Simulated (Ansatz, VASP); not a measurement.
**ZrB in VASP and in Ansatz**

```
Zr B
1.0
    -0.73509    2.02150    2.02150
     2.02150   -0.73509    2.02150
     2.02150    2.02150   -0.73509
Zr B
1 1
Direct
  0.00000 0.00000 0.00000
  0.50000 0.50000 0.50000
```

Alike in both runs: task single point; functional PBEsol; k mesh 20 × 20 × 20; occupations gaussian, width 0.15 eV; no spin polarisation.

```csv
,VASP,Ansatz
version,VASP 6.6.1,Ansatz 0.2.0
potentials or method,"VASP PAW PBE potentials, release 64 (Zr_sv, B), cutoff 520 eV","scalar-relativistic, plane waves, PAW"
valence electrons in the cell,15,15
```

|  | VASP | Ansatz | Ansatz less VASP |
| --- | --- | --- | --- |
| gap on the k mesh at the Fermi level (eV) | none | none | - |
| pressure (GPa) | 17.4 | 17.1 | -0.27 |
| traceless stress, the component that is largest in VASP (GPa) | 3.68 | 3.71 | +0.028 |

VASP's potentials were made for PBE, not for PBEsol. A gap of «none» marks a metal or a gap that the smearing closes. With one functional, cell and mesh, what is left measures potentials, basis and numerics.
